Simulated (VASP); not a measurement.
# Bi2Se3 (R-3m) in VASP: single point with PBEsol

Aim: the single point of Bi2Se3 with PBEsol.

Program: VASP 6.6.1. These are calculated values, not measurements. Logs are shortened: lines on timing, memory, paths and dates and some standing lists are left out, and cuts for length are marked.

### Step 1. The cell of the first run

Symmetry: R-3m, No. 166, trigonal system. Conventional cell: a = 4.130 Å, b = 4.130 Å, c = 28.620 Å, α = 90.00°, β = 90.00°, γ = 120.00°. Bi (site symmetry 3m) has 6 Se at 2.85 to 3.06 Å within 3.8 Å. Within 4.3 Å of Se (site symmetry -3m) lie 6 Bi at 3.06 Å and 12 Se at 4.13 to 4.22 Å. Se (site symmetry 3m) has 3 Bi at 2.85 Å and 3 Se at 3.51 Å within 3.8 Å.

### Step 2. Single point, PBEsol

INCAR

```
ALGO = Normal ; EDIFF = 1E-6
ENCUT = 520 ; GGA = PS
ISIF = 2 ; ISMEAR = 0
LASPH = True ; LCHARG = False
LREAL = False ; LWAVE = False
NBANDS = 32 ; NELM = 100
PREC = Accurate ; SIGMA = 0.01
```

KPOINTS

```
k-points
0
Gamma
  12 12 12
```

POSCAR

```
Bi2Se3
1.0
    2.0651704038      1.1923266886      9.5399075740
   -2.0651704038      1.1923266886      9.5399075740
    0.0000000000     -2.3846533772      9.5399075740
Bi Se
2 3
Direct
    0.4002583878      0.4002583878      0.4002583878
    0.5997416122      0.5997416122      0.5997416122
    0.0000000000      0.0000000000      0.0000000000
    0.2116390923      0.2116390923      0.2116390923
    0.7883609077      0.7883609077      0.7883609077
```

Potentials or basis: VASP PAW PBE potentials, release 64 (Bi_d, Se).

Command:

```sh
cat potpaw_PBE.64/Bi_d/POTCAR potpaw_PBE.64/Se/POTCAR > POTCAR
mpirun -np 1 vasp_std > vasp.out
```

OUTCAR:

```text
EDIFF = 1E-6
   ENCUT = 520
   GGA = PS
   ISIF = 2
   ISMEAR = 0
   LASPH = True
   LREAL = False
   NELM = 100
   PREC = Accurate

 ion  position               nearest neighbor table
   1  0.400  0.400  0.400-   5 2.85   5 2.85   5 2.85   3 3.06   3 3.06   3 3.06
   2  0.600  0.600  0.600-   4 2.85   4 2.85   4 2.85   3 3.06   3 3.06   3 3.06
   3  0.000  0.000  0.000-   2 3.06   2 3.06   1 3.06   1 3.06   2 3.06   1 3.06
   4  0.212  0.212  0.212-   2 2.85   2 2.85   2 2.85
   5  0.788  0.788  0.788-   1 2.85   1 2.85   1 2.85

  LATTYP: Found a trigonal (rhomboedric) cell.
 ALAT       =     9.8334331873
 COS(alpha) =     0.9117872344

  Lattice vectors:

 A1 = (   2.0651704038,   1.1923266886,   9.5399075740)
 A2 = (  -2.0651704038,   1.1923266886,   9.5399075740)
 A3 = (   0.0000000000,  -2.3846533772,   9.5399075740)

Analysis of symmetry for initial positions (statically):
=====================================================================
 Subroutine PRICEL returns:
 Original cell was already a primitive cell.

 Routine SETGRP: Setting up the symmetry group for a
 trigonal (rhombohedral) supercell.

 Subroutine GETGRP returns: Found 12 space group operations
 (whereof 12 operations were pure point group operations)
 out of a pool of 12 trial point group operations.

The static configuration has the point symmetry D_3d.

Analysis of symmetry for dynamics (positions and initial velocities):
=====================================================================
 Subroutine PRICEL returns:
 Original cell was already a primitive cell.

 Routine SETGRP: Setting up the symmetry group for a
 trigonal (rhombohedral) supercell.

 Subroutine GETGRP returns: Found 12 space group operations
 (whereof 12 operations were pure point group operations)
 out of a pool of 12 trial point group operations.

The dynamic configuration has the point symmetry D_3d.

 Subroutine INISYM returns: Found 12 space group operations
 (whereof 12 operations are pure point group operations),
 and found     1 'primitive' translations

----------------------------------------------------------------------------------------

                                     Primitive cell

  volume of cell :     140.9440

  direct lattice vectors                    reciprocal lattice vectors
     2.065170404  1.192326689  9.539907574     0.242110772  0.139782719  0.034940939
    -2.065170404  1.192326689  9.539907574    -0.242110772  0.139782719  0.034940939
     0.000000000 -2.384653377  9.539907574     0.000000000 -0.279565438  0.034940939

  length of vectors
     9.833433187  9.833433187  9.833433187     0.281740490  0.281740490  0.281740490

  position of ions in fractional coordinates (direct lattice)
     0.400258388  0.400258388  0.400258388
     0.599741612  0.599741612  0.599741612
     0.000000000  0.000000000  0.000000000
     0.211639092  0.211639092  0.211639092
     0.788360908  0.788360908  0.788360908

  ion indices of the primitive-cell ions
   primitive index   ion index
                 1           1
                 2           2
                 3           3
                 4           4
                 5           5

----------------------------------------------------------------------------------------

 KPOINTS: k-points

Automatic generation of k-mesh.
 Grid dimensions read from file:
 generate k-points for:   12   12   12

 Generating k-lattice:

  Cartesian coordinates                     Fractional coordinates (reciprocal lattice)
     0.020175898  0.011648560  0.002911745     0.083333333 -0.000000000 -0.000000000
    -0.020175898  0.011648560  0.002911745    -0.000000000  0.083333333 -0.000000000
     0.000000000 -0.023297120  0.002911745    -0.000000000 -0.000000000  0.083333333

  Length of vectors
     0.023478374  0.023478374  0.023478374

  Shift w.r.t. Gamma in fractional coordinates (k-lattice)
     0.000000000  0.000000000  0.000000000

 Subroutine IBZKPT returns following result:
 ===========================================

 Found    189 irreducible k-points:

 Following reciprocal coordinates:
            Coordinates               Weight
  0.000000  0.000000  0.000000      1.000000
  0.083333 -0.000000 -0.000000      6.000000
  0.166667 -0.000000 -0.000000      6.000000
  0.250000  0.000000  0.000000      6.000000
  0.333333 -0.000000 -0.000000      6.000000
  0.416667  0.000000  0.000000      6.000000
[... 16 lines left out ...]
  0.500000  0.166667 -0.000000     12.000000
 -0.416667  0.166667 -0.000000     12.000000
 [... further k-points ...]
   k-points           NKPTS =    189   k-points in BZ     NKDIM =    189   number of bands    NBANDS=     32
   number of dos      NEDOS =    301   number of ions     NIONS =      5
   total plane-waves  NPLWV = 512000
   dimension x,y,z NGX =    80 NGY =   80 NGZ =   80
   dimension x,y,z NGXF=   160 NGYF=  160 NGZF=  160
   ions per type =               2   3
   NGX,Y,Z   is equivalent  to a cutoff of  13.52, 13.52, 13.52 a.u.
   NGXF,Y,Z  is equivalent  to a cutoff of  27.05, 27.05, 27.05 a.u.
 SYSTEM =  unknown system
   PREC   = accura    normal or accurate (medium, high low for compatibility)
   ISTART =      0    job   : 0-new  1-cont  2-samecut
   ICHARG =      2    charge: 1-file 2-atom 10-const
   ISPIN  =      1    spin polarized calculation?
   LNONCOLLINEAR =      F non collinear calculations
   LSORBIT =      F    spin-orbit coupling
   LASPH  =      T    aspherical Exc in radial PAW
   ENCUT  =  520.0 eV  38.22 Ry    6.18 a.u.  18.28 18.28 18.28*2*pi/ulx,y,z
   NELM   =    100;   NELMIN=  2; NELMDL= -5     # of ELM steps
   EDIFF  = 0.1E-05   stopping-criterion for ELM
   LREAL  =      F    real-space projection
   EDIFFG = 0.1E-04   stopping-criterion for IOM
   NSW    =      0    number of steps for IOM
   IBRION =     -1    ionic relax: 0-MD 1-quasi-New 2-CG
   NFREE  =      0    steps in history (QN), initial steepest desc. (CG)
   ISIF   =      2    stress and relaxation
   ISYM   =      2    0-nonsym 1-usesym 2-fastsym
   POTIM  = 0.5000    time-step for ionic-motion
   TEBEG  =    0.0;   TEEND  =   0.0 temperature during run
   PSTRESS=    0.0 pullay stress
   NELECT =      48.0000    total number of electrons
   NUPDOWN=      -1.0000    fix difference up-down
   EMIN   =  10.00;   EMAX   =-10.00  energy-range for DOS
   EFERMI =   0.00;   METHOD = LEGACY
   ISMEAR =     0;   SIGMA  =   0.01  broadening in eV -4-tet -1-fermi 0-gaus
   EFERMI_NEDOS =   21; number of points for ismear=-14 and -15
   IALGO  =     38    algorithm
   IMIX   =      4    mixing-type and parameters
     AMIX     =   0.40;   BMIX     =  1.00
     AMIX_MAG =   1.60;   BMIX_MAG =  1.00
  volume/ion in A,a.u.               =      28.19       190.23
  Fermi-wavevector in a.u.,A,eV,Ry     =   1.143246  2.160422 17.782972  1.307012
  Thomas-Fermi vector in A             =   2.279942
   LORBIT       =      0    0 simple, 1 ext, 2 COOP (PROOUT), +10 PAW based schemes
   GGA     = PS    functional components
   LHFCALC =     F    Hartree Fock is set to
   AEXX    =    0.0000 exact exchange contribution
   IVDW    =     0    specifies the selected vdW correction
   LEPSILON=     F    determine dielectric tensor
   LRPA    =     F    only Hartree local field effects (RPA)
 non-spin polarized calculation
 Gauss-broadening in eV      SIGMA  =   0.01
  energy-cutoff  :      520.00
  volume of cell :      140.94
 maximum number of plane-waves:      3839
 NGX is ok and might be reduce to    80
   NGX = 37   NGY = 37   NGZ = 37

 number of electron      48.0000004 magnetization

 Free energy of the ion-electron system (eV)
  ---------------------------------------------------
  ext. energy  EPLUGINS =         0.00000000
  ---------------------------------------------------
  free energy    TOTEN  =       -22.05101045 eV

  energy without entropy =      -22.05101045  energy(sigma->0) =      -22.05101045

 E-fermi :   4.9898     XC(G=0):  -9.7124

 val. band max:        4.9221072097   @ k =   0.0000   0.0000   0.0000
 cond. band min:       5.0423822629   @ k =   0.0000   0.0000   0.0000
 fundamental gap:      0.1202750532
 Fermi energy:         4.9898476883

 k-point     1 :       0.0000    0.0000    0.0000
  band No.  band energies     occupation
      1     -18.1328      2.00000
      2     -18.1328      2.00000
      3     -18.1307      2.00000
      4     -18.1307      2.00000
      5     -18.1231      2.00000
      6     -18.1203      2.00000
[... 24 lines left out ...]
     31      10.6433      0.00000
     32      11.8244      0.00000

 k-point     2 :       0.0833   -0.0000   -0.0000
  band No.  band energies     occupation
      1     -18.1339      2.00000
      2     -18.1316      2.00000
      3     -18.1311      2.00000
      4     -18.1290      2.00000
      5     -18.1220      2.00000
      6     -18.1192      2.00000
[... 24 lines left out ...]
     31      10.5534      0.00000
     32      10.9994      0.00000

 k-point     3 :       0.1667   -0.0000   -0.0000
  band No.  band energies     occupation
      1     -18.1372      2.00000
      2     -18.1343      2.00000
      3     -18.1266      2.00000
      4     -18.1245      2.00000
      5     -18.1194      2.00000
      6     -18.1168      2.00000
[... 24 lines left out ...]
     31       9.8892      0.00000
     32      10.8107      0.00000

 k-point     4 :       0.2500    0.0000    0.0000
  band No.  band energies     occupation
      1     -18.1425      2.00000
      2     -18.1386      2.00000
      3     -18.1219      2.00000
      4     -18.1207      2.00000
      5     -18.1197      2.00000
      6     -18.1158      2.00000
[... 654 lines left out ...]
     31       9.8318      0.00000
     32      10.6071      0.00000

 k-point    23 :       0.5000    0.1667   -0.0000
  band No.  band energies     occupation
      1     -18.1472      2.00000
      2     -18.1424      2.00000
      3     -18.1251      2.00000
      4     -18.1215      2.00000
      5     -18.1193      2.00000
      6     -18.1172      2.00000
[... 24 lines left out ...]
     31       9.8055      0.00000
     32      10.6818      0.00000

 k-point    24 :      -0.4167    0.1667   -0.0000
  band No.  band energies     occupation
      1     -18.1482      2.00000
      2     -18.1432      2.00000
      3     -18.1256      2.00000
      4     -18.1218      2.00000
      5     -18.1192      2.00000
      6     -18.1176      2.00000
[... 24 lines left out ...]
     31       9.6928      0.00000
     32      10.7277      0.00000

 [... further k-points ...]

------------------------ aborting loop because EDIFF is reached ----------------------------------------

  FORCE on cell =-STRESS in cart. coord.  units (eV):
  Direction    XX          YY          ZZ          XY          YZ          ZX
  --------------------------------------------------------------------------------------
  -------------------------------------------------------------------------------------
  Total        0.0298214      0.0298214      0.0207163      0.0000000     -0.0000000      0.0000000
  in kB        0.3389945      0.3389945      0.2354922      0.0000000     -0.0000000      0.0000000
  external PRESSURE =       0.3044937 kB  Pullay stress =       0.0000000 kB

 VOLUME and BASIS-vectors are now :
 -----------------------------------------------------------------------------
  energy-cutoff  :      520.00
  volume of cell :      140.94
      direct lattice vectors                 reciprocal lattice vectors
     2.065170404  1.192326689  9.539907574     0.242110772  0.139782719  0.034940939
    -2.065170404  1.192326689  9.539907574    -0.242110772  0.139782719  0.034940939
     0.000000000 -2.384653377  9.539907574     0.000000000 -0.279565438  0.034940939

 POSITION                                       TOTAL-FORCE (eV/Angst)
 -----------------------------------------------------------------------------------
      0.00000      0.00000     11.45528         0.000000      0.000000     -0.014462
      0.00000      0.00000     17.16444         0.000000      0.000000      0.014462
      0.00000      0.00000      0.00000         0.000000     -0.000000     -0.000000
      0.00000      0.00000      6.05705         0.000000     -0.000000     -0.015461
      0.00000      0.00000     22.56267         0.000000      0.000000      0.015461
 -----------------------------------------------------------------------------------
    total drift:                                0.000000      0.000000     -0.000000

  FREE ENERGIE OF THE ION-ELECTRON SYSTEM (eV)
  ---------------------------------------------------
  free  energy   TOTEN  =       -22.0510104461 eV

  energy  without entropy=      -22.0510104461  energy(sigma->0) =      -22.05101045
```

Wall time 36 min (1 thread of Intel Xeon 6975P-C (Granite Rapids), shared host); peak memory 1.4 GiB.

What came out:

```yaml
Free_energy: -22.0510 eV
Pressure: 0.0 GPa
Largest_force: 0.015 eV/Å
Band_gap_on_the_k_mesh: 0.12 eV
```

Forces in eV/Å, atoms in the order of the input:
```
Bi   0.000  0.000 -0.014
Bi   0.000  0.000  0.014
Se   0.000  0.000  0.000
Se   0.000  0.000 -0.015
Se   0.000  0.000  0.015
```

Levels at points of the mesh, in eV from the valence-band top:
```
           k point  band 22  band 23  band 24  band 25  band 26  band 27
(0.00, 0.00, 0.00)    -1.23    -1.23     0.00     0.12     1.33     1.33
(0.50, 0.00, 0.00)    -2.23    -1.26    -0.58     0.76     1.84     2.92
(0.50, 0.50, 0.00)    -1.94    -1.70    -1.04     1.26     1.88     2.52
(0.50, 0.50, 0.50)    -1.43    -1.43    -0.52     0.61     1.64     1.64
```

Caveat: the PAW data sets were made with another functional, which shifts forces and pressure a little; spin-orbit coupling is left out, which moves the levels of the heavy elements.
